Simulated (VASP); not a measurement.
# Rh (Pm-3m) in VASP: a series of runs

Rh is run at these levels: revPBE; tasks: single point.

Program: VASP 6.6.1. These are calculated values, not measurements. Logs are shortened: lines on timing, memory, paths and dates and some standing lists are left out, and cuts for length are marked.

## Step 1: The cell of the first run

The structure is cubic, space group Pm-3m (No. 221). Conventional cell: a = 2.584 Å, b = 2.584 Å, c = 2.584 Å, α = 90.00°, β = 90.00°, γ = 90.00°. Rh (site symmetry m-3m) has 6 Rh at 2.58 Å within 3.4 Å.

## Step 2: Single point, revPBE (volume scaled by 1.04)

The input, INCAR:

```
SYSTEM = Rh
PREC = Accurate
ENCUT = 520
EDIFF = 1E-6
ISMEAR = -1
SIGMA = 0.1
LREAL = .False.
LASPH = .True.
NELM = 100
ALGO = Normal
ISIF = 2
LWAVE = .False.
LCHARG = .False.
GGA = RE
NBANDS = 14
```

The input, KPOINTS:

```
Automatic mesh
0
Gamma
  14 14 14
  0 0 0
```

The input, POSCAR:

```
Rh
1.0
    2.5844623100      0.0000000000      0.0000000000
    0.0000000000      2.5844623100      0.0000000000
    0.0000000000      0.0000000000      2.5844623100
Rh
1
Direct
    0.0000000000      0.0000000000      0.0000000000
```

Potentials or basis: VASP PAW PBE potentials, release 64 (Rh_pv).

Started as:

```
$ cat potpaw_PBE.64/Rh_pv/POTCAR > POTCAR
$ mpirun -np 1 vasp_std > vasp.out
```

OUTCAR:

```text
SYSTEM = Rh
   PREC = Accurate
   ENCUT = 520
   EDIFF = 1E-6
   ISMEAR = -1
   LREAL = .False.
   LASPH = .True.
   NELM = 100
   ISIF = 2
   GGA = RE

 ion  position               nearest neighbor table
   1  0.000  0.000  0.000-

  LATTYP: Found a simple cubic cell.
 ALAT       =     2.5844623100

  Lattice vectors:

 A1 = (   2.5844623100,   0.0000000000,   0.0000000000)
 A2 = (   0.0000000000,   2.5844623100,   0.0000000000)
 A3 = (   0.0000000000,   0.0000000000,   2.5844623100)

Analysis of symmetry for initial positions (statically):
=====================================================================
 Subroutine PRICEL returns:
 Original cell was already a primitive cell.

 Routine SETGRP: Setting up the symmetry group for a
 simple cubic supercell.

 Subroutine GETGRP returns: Found 48 space group operations
 (whereof 48 operations were pure point group operations)
 out of a pool of 48 trial point group operations.

The static configuration has the point symmetry O_h .

Analysis of symmetry for dynamics (positions and initial velocities):
=====================================================================
 Subroutine PRICEL returns:
 Original cell was already a primitive cell.

 Routine SETGRP: Setting up the symmetry group for a
 simple cubic supercell.

 Subroutine GETGRP returns: Found 48 space group operations
 (whereof 48 operations were pure point group operations)
 out of a pool of 48 trial point group operations.

The dynamic configuration has the point symmetry O_h .

 Subroutine INISYM returns: Found 48 space group operations
 (whereof 48 operations are pure point group operations),
 and found     1 'primitive' translations

----------------------------------------------------------------------------------------

                                     Primitive cell

  volume of cell :      17.2628

  direct lattice vectors                    reciprocal lattice vectors
     2.584462310  0.000000000  0.000000000     0.386927678  0.000000000  0.000000000
     0.000000000  2.584462310  0.000000000     0.000000000  0.386927678  0.000000000
     0.000000000  0.000000000  2.584462310     0.000000000  0.000000000  0.386927678

  length of vectors
     2.584462310  2.584462310  2.584462310     0.386927678  0.386927678  0.386927678

  position of ions in fractional coordinates (direct lattice)
     0.000000000  0.000000000  0.000000000

  ion indices of the primitive-cell ions
   primitive index   ion index
                 1           1

----------------------------------------------------------------------------------------

 KPOINTS: Automatic mesh

Automatic generation of k-mesh.
 Grid dimensions read from file:
 generate k-points for:   14   14   14

 Generating k-lattice:

  Cartesian coordinates                     Fractional coordinates (reciprocal lattice)
     0.027637691  0.000000000  0.000000000     0.071428571  0.000000000  0.000000000
     0.000000000  0.027637691  0.000000000     0.000000000  0.071428571  0.000000000
     0.000000000  0.000000000  0.027637691     0.000000000  0.000000000  0.071428571

  Length of vectors
     0.027637691  0.027637691  0.027637691

  Shift w.r.t. Gamma in fractional coordinates (k-lattice)
     0.000000000  0.000000000  0.000000000

 Subroutine IBZKPT returns following result:
 ===========================================

 Found    120 irreducible k-points:

 Following reciprocal coordinates:
            Coordinates               Weight
  0.000000  0.000000  0.000000      1.000000
  0.071429  0.000000  0.000000      6.000000
  0.142857  0.000000  0.000000      6.000000
  0.214286  0.000000  0.000000      6.000000
  0.285714  0.000000  0.000000      6.000000
  0.357143  0.000000  0.000000      6.000000
[... 16 lines left out ...]
  0.285714  0.214286  0.000000     24.000000
  0.357143  0.214286  0.000000     24.000000
 [... further k-points ...]
   k-points           NKPTS =    120   k-points in BZ     NKDIM =    120   number of bands    NBANDS=     14
   number of dos      NEDOS =    301   number of ions     NIONS =      1
   total plane-waves  NPLWV =   8000
   dimension x,y,z NGX =    20 NGY =   20 NGZ =   20
   dimension x,y,z NGXF=    40 NGYF=   40 NGZF=   40
   ions per type =               1
   NGX,Y,Z   is equivalent  to a cutoff of  12.87, 12.87, 12.87 a.u.
   NGXF,Y,Z  is equivalent  to a cutoff of  25.73, 25.73, 25.73 a.u.
 SYSTEM =  Rh
   PREC   = accura    normal or accurate (medium, high low for compatibility)
   ISTART =      0    job   : 0-new  1-cont  2-samecut
   ICHARG =      2    charge: 1-file 2-atom 10-const
   ISPIN  =      1    spin polarized calculation?
   LNONCOLLINEAR =      F non collinear calculations
   LSORBIT =      F    spin-orbit coupling
   LASPH  =      T    aspherical Exc in radial PAW
   ENCUT  =  520.0 eV  38.22 Ry    6.18 a.u.   4.81  4.81  4.81*2*pi/ulx,y,z
   NELM   =    100;   NELMIN=  2; NELMDL= -5     # of ELM steps
   EDIFF  = 0.1E-05   stopping-criterion for ELM
   LREAL  =      F    real-space projection
[... 7 lines left out ...]
   TEBEG  =    0.0;   TEEND  =   0.0 temperature during run
   PSTRESS=    0.0 pullay stress
   NELECT =      15.0000    total number of electrons
   NUPDOWN=      -1.0000    fix difference up-down
   EMIN   =  10.00;   EMAX   =-10.00  energy-range for DOS
   EFERMI =   0.00;   METHOD = LEGACY
   ISMEAR =    -1;   SIGMA  =   0.10  broadening in eV -4-tet -1-fermi 0-gaus
   EFERMI_NEDOS =   21; number of points for ismear=-14 and -15
   IALGO  =     38    algorithm
   IMIX   =      4    mixing-type and parameters
     AMIX     =   0.40;   BMIX     =  1.00
     AMIX_MAG =   1.60;   BMIX_MAG =  1.00
  volume/ion in A,a.u.               =      17.26       116.49
  Fermi-wavevector in a.u.,A,eV,Ry     =   1.562194  2.952119 33.204352  2.440451
  Thomas-Fermi vector in A             =   2.665149
   LORBIT       =      0    0 simple, 1 ext, 2 COOP (PROOUT), +10 PAW based schemes
   GGA     = RE    functional components
   LHFCALC =     F    Hartree Fock is set to
   AEXX    =    0.0000 exact exchange contribution
   IVDW    =     0    specifies the selected vdW correction
   LEPSILON=     F    determine dielectric tensor
   LRPA    =     F    only Hartree local field effects (RPA)
 non-spin polarized calculation
  energy-cutoff  :      520.00
  volume of cell :       17.26
 maximum number of plane-waves:       480
 NGX is ok and might be reduce to    20
   NGX =  9   NGY =  9   NGZ =  9

 number of electron      15.0000011 magnetization

 Free energy of the ion-electron system (eV)
  ---------------------------------------------------
  ext. energy  EPLUGINS =         0.00000000
  ---------------------------------------------------
  free energy    TOTEN  =        -6.00514596 eV

  energy without entropy =       -5.94433581  energy(sigma->0) =       -5.97474089

 E-fermi :   8.4122     XC(G=0): -12.3754

 val. band max:        8.4037820324   @ k =   0.3571   0.1429   0.1429
 cond. band min:       8.4172626355   @ k =   0.5000   0.2143   0.0714
 fundamental gap:      0.0134806031
 Fermi energy:         8.4122072414

 k-point     1 :       0.0000    0.0000    0.0000
  band No.  band energies     occupation
      1     -37.5111      2.00000
      2     -37.5111      2.00000
      3     -37.5111      2.00000
      4       2.0773      2.00000
      5       3.7475      2.00000
      6       3.7475      2.00000
      7       9.0741      0.00267
      8       9.0741      0.00267
      9       9.0741      0.00267
     10      24.8181      0.00000
     11      24.8181      0.00000
     12      24.8181      0.00000
     13      29.8195      0.00000
     14      31.6739      0.00000

 k-point     2 :       0.0714    0.0000    0.0000
  band No.  band energies     occupation
      1     -37.5406      2.00000
      2     -37.5086      2.00000
      3     -37.5086      2.00000
      4       2.2160      2.00000
      5       3.7739      2.00000
      6       3.8696      2.00000
      7       8.9628      0.00809
      8       8.9628      0.00809
      9       9.0828      0.00244
     10      23.8232      0.00000
     11      25.0585      0.00000
     12      25.0585      0.00000
     13      29.8213      0.00000
     14      31.1439      0.00000

 k-point     3 :       0.1429    0.0000    0.0000
  band No.  band energies     occupation
      1     -37.6227      2.00000
      2     -37.5018      2.00000
      3     -37.5018      2.00000
      4       2.5883      2.00000
      5       3.8485      2.00000
      6       4.2558      2.00000
      7       8.6635      0.14996
      8       8.6635      0.14996
      9       9.1074      0.00191
     10      21.8381      0.00000
     11      25.7386      0.00000
     12      25.7386      0.00000
     13      29.8223      0.00000
     14      29.9691      0.00000
[... 324 lines left out ...]
 k-point    23 :       0.2857    0.2143    0.0000
  band No.  band energies     occupation
      1     -37.8451      2.00000
      2     -37.7049      2.00000
      3     -37.4621      2.00000
      4       4.1393      2.00000
      5       4.9993      2.00000
      6       5.9772      2.00000
      7       7.8759      1.99067
      8       7.9501      1.98050
      9       8.4361      0.88111
     10      18.8118      0.00000
     11      22.2158      0.00000
     12      28.2564      0.00000
     13      29.8264      0.00000
     14      29.9453      0.00000

 k-point    24 :       0.3571    0.2143    0.0000
  band No.  band energies     occupation
      1     -37.9580      2.00000
      2     -37.6935      2.00000
      3     -37.4524      2.00000
      4       4.3796      2.00000
      5       5.0388      2.00000
      6       6.1639      2.00000
      7       7.6185      1.99929
      8       8.4826      0.66203
      9       8.8932      0.01616
     10      16.8661      0.00000
     11      23.1881      0.00000
     12      27.5544      0.00000
     13      29.8260      0.00000
     14      30.7744      0.00000

 [... further k-points ...]

------------------------ aborting loop because EDIFF is reached ----------------------------------------

  FORCE on cell =-STRESS in cart. coord.  units (eV):
  Direction    XX          YY          ZZ          XY          YZ          ZX
  --------------------------------------------------------------------------------------
  -------------------------------------------------------------------------------------
  Total       -0.6608126     -0.6608126     -0.6608126     -0.0000000     -0.0000000      0.0000000
  in kB      -61.3307556    -61.3307556    -61.3307556     -0.0000000     -0.0000000      0.0000000
  external PRESSURE =     -61.3307556 kB  Pullay stress =       0.0000000 kB

 VOLUME and BASIS-vectors are now :
 -----------------------------------------------------------------------------
  energy-cutoff  :      520.00
  volume of cell :       17.26
      direct lattice vectors                 reciprocal lattice vectors
     2.584462310  0.000000000  0.000000000     0.386927678  0.000000000  0.000000000
     0.000000000  2.584462310  0.000000000     0.000000000  0.386927678  0.000000000
     0.000000000  0.000000000  2.584462310     0.000000000  0.000000000  0.386927678

 POSITION                                       TOTAL-FORCE (eV/Angst)
 -----------------------------------------------------------------------------------
      0.00000      0.00000      0.00000         0.000000      0.000000      0.000000
 -----------------------------------------------------------------------------------
    total drift:                                0.000000      0.000000      0.000000

  FREE ENERGIE OF THE ION-ELECTRON SYSTEM (eV)
  ---------------------------------------------------
  free  energy   TOTEN  =        -6.0051459618 eV

  energy  without entropy=       -5.9443358096  energy(sigma->0) =       -5.97474089
```

Wall time 28 s (1 thread of Intel Xeon 8259CL, shared host); peak memory 0.14 GiB.

Results:

```
Free energy : -6.0051 eV
Pressure    : -6.1 GPa
```

Levels at points of the mesh, in eV from the Fermi level:
```tsv
k point	band 3	band 4	band 5	band 6	band 7	band 8	band 9	band 10	band 11	band 12
(0.00, 0.00, 0.00)	-45.92	-6.33	-4.66	-4.66	0.66	0.66	0.66	16.41	16.41	16.41
(0.50, 0.00, 0.00)	-45.87	-4.10	-4.00	-1.23	-1.23	0.16	0.84	5.75	17.41	20.80
(0.50, 0.50, 0.00)	-45.83	-5.05	-3.35	-0.87	-0.87	2.07	5.52	5.52	12.69	12.77
(0.50, 0.50, 0.50)	-46.37	-4.02	-4.02	-4.02	2.19	2.19	10.29	11.56	11.56	11.56
```

Caveat: the PAW data sets were made with another functional, which shifts forces and pressure a little.

## Step 3: Single point, revPBE (volume scaled by 1.08)

The input, INCAR:

```
  PREC = Accurate
  ENCUT = 520
  EDIFF = 1E-6
  ISMEAR = -1
  SIGMA = 0.1
  LREAL = False
  LASPH = True
  NELM = 100
  ALGO = Normal
  ISIF = 2
  LWAVE = False
  LCHARG = False
  GGA = RE
  NBANDS = 14
```

The input, KPOINTS:

```
regular mesh
0
Gamma
  14 14 14
```

The input, POSCAR:

```
Rh
1.0
    2.6171804961      0.0000000000      0.0000000000
    0.0000000000      2.6171804961      0.0000000000
    0.0000000000      0.0000000000      2.6171804961
Rh
1
Direct
    0.0000000000      0.0000000000      0.0000000000
```

Potentials or basis: VASP PAW PBE potentials, release 64 (Rh_pv).

Started as:

```
$ cat potpaw_PBE.64/Rh_pv/POTCAR > POTCAR
$ mpirun -np 1 vasp_std > vasp.out
```

It took 26 s on 1 thread of Intel Xeon 8259CL, shared host; peak memory 0.14 GiB.

The run converged. Its results:

```
Free energy : -5.9699 eV
Pressure    : -10.8 GPa
```

Levels at points of the mesh, in eV from the Fermi level:
```csv
k point,band 5,band 6,band 7,band 8,band 9,band 10
"(0.00, 0.00, 0.00)",-4.42,-4.42,0.62,0.62,0.62,16.13
"(0.50, 0.00, 0.00)",-3.82,-1.16,-1.16,0.25,0.78,5.48
"(0.50, 0.50, 0.00)",-3.19,-0.82,-0.82,1.94,5.43,5.43
"(0.50, 0.50, 0.50)",-3.79,-3.79,2.05,2.05,10.35,11.23
```

Caveat: the PAW data sets were made with another functional, which shifts forces and pressure a little.
